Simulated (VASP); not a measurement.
# MgH2 in VASP: notebook, part 2 of 2

VASP 6.6.1. The steps go on from the part before.

## (5) Single point, PBE

The input, INCAR:

```
ALGO = Normal ; EDIFF = 1E-6
ENCUT = 520 ; GGA = PE
ISIF = 2 ; ISMEAR = 0
LASPH = True ; LCHARG = True
LELF = True ; LREAL = False
LVHAR = True ; LWAVE = False
NBANDS = 13 ; NELM = 80
PREC = Accurate ; SIGMA = 0.02
```

The input, KPOINTS:

```
k-points
0
Gamma
  6 6 8
```

The input, POSCAR:

```
MgH2
1.0
    4.5170125583      0.0000000000      0.0000000000
    0.0000000000      4.5170125583      0.0000000000
    0.0000000000      0.0000000000      3.0128675426
Mg H
2 4
Direct
    0.5000000000      0.5000000000      0.5000000000
    0.0000000000      0.0000000000      0.0000000000
    0.6956845851      0.6956845851      0.0000000000
    0.8043154149      0.1956845851      0.5000000000
    0.3043154149      0.3043154149      0.0000000000
    0.1956845851      0.8043154149      0.5000000000
```

Potentials or basis: VASP PAW PBE potentials, release 64 (Mg, H).

On the command line:

```console
$ cat potpaw_PBE.64/Mg/POTCAR potpaw_PBE.64/H/POTCAR > POTCAR
$ mpirun -np 1 vasp_std > vasp.out
```

OUTCAR:

```text
EDIFF = 1E-6
   ENCUT = 520
   GGA = PE
   ISIF = 2
   ISMEAR = 0
   LASPH = True
   LREAL = False
   NELM = 80
   PREC = Accurate

 ion  position               nearest neighbor table
   1  0.500  0.500  0.500-   4 1.94   6 1.94   5 1.96   3 1.96   3 1.96   5 1.96   2 3.53   2 3.53
                             2 3.53   2 3.53   2 3.53   2 3.53   2 3.53   2 3.53
   2  0.000  0.000  0.000-   3 1.94   5 1.94   4 1.96   6 1.96   4 1.96   6 1.96   1 3.53   1 3.53
                             1 3.53   1 3.53   1 3.53   1 3.53   1 3.53   1 3.53
   3  0.696  0.696  0.000-   2 1.94   1 1.96   1 1.96
   4  0.804  0.196  0.500-   1 1.94   2 1.96   2 1.96
   5  0.304  0.304  0.000-   2 1.94   1 1.96   1 1.96
   6  0.196  0.804  0.500-   1 1.94   2 1.96   2 1.96

  LATTYP: Found a simple tetragonal cell.
 ALAT       =     4.5170125583
 C/A-ratio  =     0.6670044645

  Lattice vectors:

 A1 = (   4.5170125583,   0.0000000000,   0.0000000000)
 A2 = (   0.0000000000,   4.5170125583,   0.0000000000)
 A3 = (   0.0000000000,   0.0000000000,   3.0128675426)

Analysis of symmetry for initial positions (statically):
=====================================================================
 Subroutine PRICEL returns:
 Original cell was already a primitive cell.

 Routine SETGRP: Setting up the symmetry group for a
 simple tetragonal supercell.

 Subroutine GETGRP returns: Found 16 space group operations
 (whereof  8 operations were pure point group operations)
 out of a pool of 16 trial point group operations.

The static configuration has the point symmetry D_2h.
 The point group associated with its full space group is D_4h.

Analysis of symmetry for dynamics (positions and initial velocities):
=====================================================================
 Subroutine PRICEL returns:
 Original cell was already a primitive cell.

 Routine SETGRP: Setting up the symmetry group for a
 simple tetragonal supercell.

 Subroutine GETGRP returns: Found 16 space group operations
 (whereof  8 operations were pure point group operations)
 out of a pool of 16 trial point group operations.

The dynamic configuration has the point symmetry D_2h.
 The point group associated with its full space group is D_4h.

 Subroutine INISYM returns: Found 16 space group operations
 (whereof  8 operations are pure point group operations),
 and found     1 'primitive' translations

----------------------------------------------------------------------------------------

                                     Primitive cell

  volume of cell :      61.4727

  direct lattice vectors                    reciprocal lattice vectors
     4.517012558  0.000000000  0.000000000     0.221385260  0.000000000  0.000000000
     0.000000000  4.517012558  0.000000000     0.000000000  0.221385260  0.000000000
     0.000000000  0.000000000  3.012867543     0.000000000  0.000000000  0.331909713

  length of vectors
     4.517012558  4.517012558  3.012867543     0.221385260  0.221385260  0.331909713

  position of ions in fractional coordinates (direct lattice)
     0.500000000  0.500000000  0.500000000
     0.000000000  0.000000000  0.000000000
     0.695684585  0.695684585  0.000000000
     0.804315415  0.195684585  0.500000000
     0.304315415  0.304315415  0.000000000
     0.195684585  0.804315415  0.500000000

  ion indices of the primitive-cell ions
   primitive index   ion index
                 1           1
[... 67 lines left out ...]
 SYSTEM =  unknown system
   PREC   = accura    normal or accurate (medium, high low for compatibility)
   ISTART =      0    job   : 0-new  1-cont  2-samecut
   ICHARG =      2    charge: 1-file 2-atom 10-const
   ISPIN  =      1    spin polarized calculation?
   LNONCOLLINEAR =      F non collinear calculations
   LSORBIT =      F    spin-orbit coupling
   LASPH  =      T    aspherical Exc in radial PAW
   ENCUT  =  520.0 eV  38.22 Ry    6.18 a.u.   8.40  8.40  5.60*2*pi/ulx,y,z
   NELM   =     80;   NELMIN=  2; NELMDL= -5     # of ELM steps
   EDIFF  = 0.1E-05   stopping-criterion for ELM
   LREAL  =      F    real-space projection
   EDIFFG = 0.1E-04   stopping-criterion for IOM
   NSW    =      0    number of steps for IOM
   IBRION =     -1    ionic relax: 0-MD 1-quasi-New 2-CG
   NFREE  =      0    steps in history (QN), initial steepest desc. (CG)
   ISIF   =      2    stress and relaxation
   ISYM   =      2    0-nonsym 1-usesym 2-fastsym
   POTIM  = 0.5000    time-step for ionic-motion
   TEBEG  =    0.0;   TEEND  =   0.0 temperature during run
   PSTRESS=    0.0 pullay stress
   NELECT =       8.0000    total number of electrons
   NUPDOWN=      -1.0000    fix difference up-down
   EMIN   =  10.00;   EMAX   =-10.00  energy-range for DOS
   EFERMI =   0.00;   METHOD = LEGACY
   ISMEAR =     0;   SIGMA  =   0.02  broadening in eV -4-tet -1-fermi 0-gaus
   EFERMI_NEDOS =   21; number of points for ismear=-14 and -15
   IALGO  =     38    algorithm
   IMIX   =      4    mixing-type and parameters
     AMIX     =   0.40;   BMIX     =  1.00
     AMIX_MAG =   1.60;   BMIX_MAG =  1.00
  volume/ion in A,a.u.               =      10.25        69.14
  Fermi-wavevector in a.u.,A,eV,Ry     =   0.829616  1.567748  9.364390  0.688263
  Thomas-Fermi vector in A             =   1.942194
   LORBIT       =      0    0 simple, 1 ext, 2 COOP (PROOUT), +10 PAW based schemes
   GGA     = PE    functional components
   LHFCALC =     F    Hartree Fock is set to
   AEXX    =    0.0000 exact exchange contribution
   IVDW    =     0    specifies the selected vdW correction
   LEPSILON=     F    determine dielectric tensor
   LRPA    =     F    only Hartree local field effects (RPA)
 non-spin polarized calculation
 Gauss-broadening in eV      SIGMA  =   0.02
  energy-cutoff  :      520.00
  volume of cell :       61.47
 maximum number of plane-waves:      1679
 NGX is ok and might be reduce to    36

 number of electron       8.0000003 magnetization

 Free energy of the ion-electron system (eV)
  ---------------------------------------------------
  ext. energy  EPLUGINS =         0.00000000
  ---------------------------------------------------
  free energy    TOTEN  =       -17.65346011 eV

  energy without entropy =      -17.65346011  energy(sigma->0) =      -17.65346011

 E-fermi :  -0.5244     XC(G=0):  -8.3951

 val. band max:       -0.6140179954   @ k =   0.1667   0.1667   0.1250
 cond. band min:       3.1867056915   @ k =   0.3333   0.3333   0.5000
 fundamental gap:      3.8007236869
 Fermi energy:        -0.5244285174

 k-point     1 :       0.0000    0.0000    0.0000
  band No.  band energies     occupation
      1      -7.0296      2.00000
      2      -2.0639      2.00000
      3      -2.0639      2.00000
      4      -1.0497      2.00000
      5       4.1288      0.00000
      6       4.3925      0.00000
      7       8.5286      0.00000
      8       8.5286      0.00000
      9      10.3646      0.00000
     10      10.6869      0.00000
     11      11.6136      0.00000
     12      14.4383      0.00000
     13      14.4383      0.00000
[... 354 lines left out ...]
  band No.  band energies     occupation
      1      -4.5717      2.00000
      2      -4.5717      2.00000
      3      -0.9212      2.00000
      4      -0.9212      2.00000
      5       5.2286      0.00000
      6       5.2286      0.00000
      7       6.6808      0.00000
      8       6.6808      0.00000
      9       8.6499      0.00000
     10       8.6499      0.00000
     11      12.2493      0.00000
     12      12.2493      0.00000
     13      13.7650      0.00000

 [... further k-points ...]

------------------------ aborting loop because EDIFF is reached ----------------------------------------

  FORCE on cell =-STRESS in cart. coord.  units (eV):
  Direction    XX          YY          ZZ          XY          YZ          ZX
  --------------------------------------------------------------------------------------
  -------------------------------------------------------------------------------------
  Total       -0.0975843     -0.0975843     -0.1286428     -0.0000000      0.0000000      0.0000000
  in kB       -2.5433606     -2.5433606     -3.3528444     -0.0000000      0.0000000      0.0000000
  external PRESSURE =      -2.8131885 kB  Pullay stress =       0.0000000 kB

 VOLUME and BASIS-vectors are now :
 -----------------------------------------------------------------------------
  energy-cutoff  :      520.00
  volume of cell :       61.47
      direct lattice vectors                 reciprocal lattice vectors
     4.517012558  0.000000000  0.000000000     0.221385260  0.000000000  0.000000000
     0.000000000  4.517012558  0.000000000     0.000000000  0.221385260  0.000000000
     0.000000000  0.000000000  3.012867543     0.000000000  0.000000000  0.331909713

 POSITION                                       TOTAL-FORCE (eV/Angst)
 -----------------------------------------------------------------------------------
      2.25851      2.25851      1.50643         0.000000     -0.000000      0.000000
      0.00000      0.00000      0.00000         0.000000     -0.000000      0.000000
      3.14242      3.14242      0.00000        -0.002349     -0.002349     -0.000000
      3.63310      0.88391      1.50643         0.002349     -0.002349     -0.000000
      1.37460      1.37460      0.00000         0.002349      0.002349      0.000000
      0.88391      3.63310      1.50643        -0.002349      0.002349      0.000000
 -----------------------------------------------------------------------------------
    total drift:                                0.000000      0.000000     -0.000000

  FREE ENERGIE OF THE ION-ELECTRON SYSTEM (eV)
  ---------------------------------------------------
  free  energy   TOTEN  =       -17.6534601111 eV

  energy  without entropy=      -17.6534601111  energy(sigma->0) =      -17.65346011
```

OSZICAR:

```text
N       E                     dE             d eps       ncg     rms          rms(c)
DAV:   1    -0.151413207949E+01   -0.15141E+01   -0.30982E+03  1316   0.472E+02
DAV:   2    -0.180764002959E+02   -0.16562E+02   -0.15867E+02  1614   0.736E+01
DAV:   3    -0.188948561464E+02   -0.81846E+00   -0.81608E+00  1625   0.147E+01
DAV:   4    -0.188984713241E+02   -0.36152E-02   -0.36151E-02  1500   0.107E+00
DAV:   5    -0.188985087140E+02   -0.37390E-04   -0.37390E-04  1688   0.115E-01    0.653E+00
DAV:   6    -0.179690413261E+02    0.92947E+00   -0.58860E-01  1420   0.316E+00    0.336E+00
DAV:   7    -0.176440181700E+02    0.32502E+00   -0.84920E-01  1450   0.411E+00    0.505E-01
DAV:   8    -0.176538819778E+02   -0.98638E-02   -0.25644E-02  1450   0.809E-01    0.134E-01
DAV:   9    -0.176534341141E+02    0.44786E-03   -0.10336E-03  1660   0.146E-01    0.216E-02
DAV:  10    -0.176534644990E+02   -0.30385E-04   -0.89473E-05  1450   0.502E-02    0.168E-02
DAV:  11    -0.176534600639E+02    0.44352E-05   -0.12617E-05  1615   0.130E-02    0.188E-03
DAV:  12    -0.176534601111E+02   -0.47195E-07   -0.40997E-07   845   0.376E-03
   1 F= -.17653460E+02 E0= -.17653460E+02  d E =-.664713E-12
```

stdout:

```text
POSCAR found type information on POSCAR MgH
 POSCAR found :  2 types and       6 ions
 scaLAPACK will be used
 LDA part: xc-table for (Slater+PW92), standard interpolation
 POSCAR, INCAR and KPOINTS ok, starting setup
 FFT: planning ... GRIDC
 FFT: planning ... GRID_SOFT
 FFT: planning ... GRID
 WAVECAR not read
 entering main loop
```

Wall time 12 s (1 thread of Intel Xeon 6975P-C (Granite Rapids), shared host); peak memory 0.19 GiB.

What came out:

- Free energy: -17.6535 eV
- Pressure: -0.3 GPa
- Largest force: 0.003 eV/Å
- Band gap on the k mesh: 3.80 eV, indirect (least direct gap 4.55 eV)

Forces on the atoms (eV/Å):
```
Mg   0.000  0.000  0.000
Mg   0.000  0.000  0.000
H   -0.002 -0.002  0.000
H    0.002 -0.002  0.000
H    0.002  0.002  0.000
H   -0.002  0.002  0.000
```

Stress tensor (GPa, compression positive):
```
-0.25  0.00  0.00
 0.00 -0.25  0.00
 0.00  0.00 -0.34
```

A k mesh can miss the band edges. PBE gaps usually lie below the measured ones, often by a third to a half.

## (6) Single point, PBE

This run uses another cell than the first one: it holds 12 atoms, not 6.

The input, INCAR:

```
ALGO = Normal ; EDIFF = 1E-7
ENCUT = 520 ; GGA = PE
ISIF = 2 ; ISMEAR = 0
LASPH = True ; LCHARG = True
LELF = True ; LREAL = False
LVHAR = True ; LWAVE = False
NBANDS = 20 ; NELM = 80
PREC = Accurate ; SIGMA = 0.1
```

The input, KPOINTS:

```
k-points
0
Gamma
  4 4 2
```

The input, POSCAR:

```
MgH2
1.0
    4.5201634303     -0.0040879770     -0.0009333315
   -0.0040901166      4.5204968198     -0.0014411602
   -0.0014030815     -0.0020392248      6.0320310703
Mg H
4 8
Direct
    0.4996667589      0.4992837986      0.2497199621
    0.5000035662      0.5004806991      0.7498009424
    0.0002859728      0.9993093362      0.5002296555
   -0.0005410539      0.0003720440      0.0002941982
    0.6954337371      0.6956998168      0.0000004690
    0.6947610252      0.6962122070      0.4997444919
    0.8048442766      0.1956796775      0.2501212242
    0.8050860710      0.1966811350      0.7500264030
    0.3042961337      0.3043560726      0.4999302117
    0.3051329116      0.3037233932     -0.0001998019
    0.1958951446      0.8041300963      0.2500240841
    0.1951354561      0.8040717234      0.7503081597
```

Potentials or basis: VASP PAW PBE potentials, release 64 (Mg, H).

On the command line:

```console
$ cat potpaw_PBE.64/Mg/POTCAR potpaw_PBE.64/H/POTCAR > POTCAR
$ mpirun -np 1 vasp_std > vasp.out
```

It took 21 s on 1 thread of Intel Xeon 6975P-C (Granite Rapids), shared host; peak memory 0.24 GiB.

The run converged. Its results:

```yaml
Free_energy: -35.3061 eV
Pressure: -0.4 GPa
Largest_force: 0.011 eV/Å
Band_gap_on_the_k_mesh: 3.87 eV
```

Forces on the atoms (eV/Å):
```
Mg   0.005  0.007  0.006
Mg   0.000 -0.007  0.002
Mg  -0.003  0.009 -0.003
Mg   0.008 -0.005 -0.007
H   -0.004 -0.002  0.002
H    0.000 -0.005  0.001
H   -0.001  0.001  0.004
H    0.001 -0.009 -0.002
H    0.005  0.001  0.001
H   -0.001  0.003 -0.002
H   -0.009  0.005 -0.002
H   -0.002  0.003  0.000
```

Stress tensor (GPa, compression positive):
```
-0.31  0.09  0.02
 0.09 -0.33  0.03
 0.02  0.03 -0.58
```

Levels at points of the mesh, in eV from the valence-band top:
| k point | band 5 | band 6 | band 7 | band 8 | band 9 | band 10 | band 11 | band 12 |
| --- | --- | --- | --- | --- | --- | --- | --- | --- |
| (0.00, 0.00, 0.00) | -1.41 | -0.41 | -0.05 | -0.04 | 4.77 | 5.03 | 6.31 | 6.32 |
| (0.50, 0.00, 0.00) | -1.04 | -1.03 | -0.48 | -0.47 | 5.18 | 5.19 | 5.35 | 5.36 |
| (0.00, 0.50, 0.00) | -1.05 | -1.04 | -0.48 | -0.47 | 5.19 | 5.21 | 5.35 | 5.36 |
| (0.50, 0.50, 0.00) | -1.85 | -1.83 | -0.90 | -0.90 | 3.87 | 3.88 | 4.22 | 4.22 |
| (0.00, 0.00, 0.50) | -0.83 | -0.83 | -0.63 | -0.63 | 5.13 | 5.13 | 5.80 | 5.80 |
| (0.50, 0.00, 0.50) | -0.28 | -0.28 | -0.28 | -0.27 | 5.86 | 5.86 | 5.87 | 5.88 |
| (0.00, 0.50, 0.50) | -0.28 | -0.28 | -0.28 | -0.27 | 5.86 | 5.86 | 5.87 | 5.87 |
| (0.50, 0.50, 0.50) | -1.98 | -1.98 | -1.98 | -1.98 | 6.43 | 6.43 | 6.45 | 6.45 |

Caveat: the k points lie up to 0.52 Å⁻¹ apart. A hybrid or GW would open this gap; PBE tends to underestimate it.

## (7) The runs side by side

```csv
cell,k mesh,smearing,gap on the mesh (eV),pressure (GPa),largest force (eV/Å)
"a = 4.513, b = 4.513, c = 3.015 Å, 6 atoms",4 × 4 × 6,gaussian 0.1 eV,3.88,-0.2,-
"a = 4.517, b = 4.517, c = 6.026 Å, 12 atoms",4 × 4 × 2,gaussian 0.1 eV,3.88,-0.3,0.01
"a = 4.517, b = 4.517, c = 3.013 Å, 6 atoms",6 × 6 × 8,gaussian 0.02 eV,3.80,-0.3,-
"a = 4.520, b = 4.520, c = 6.032 Å, angles 90.0, 90.0, 90.1°, 12 atoms",4 × 4 × 2,gaussian 0.1 eV,3.87,-0.4,0.01
```

Alike in all rows: task single point; level PBE; potentials or basis VASP PAW PBE potentials, release 64 (Mg, H); no spin polarisation; cutoff (eV) 520.

Caveats: some runs use coarse meshes.

Absolute energies hang on the potentials; compare differences alone.
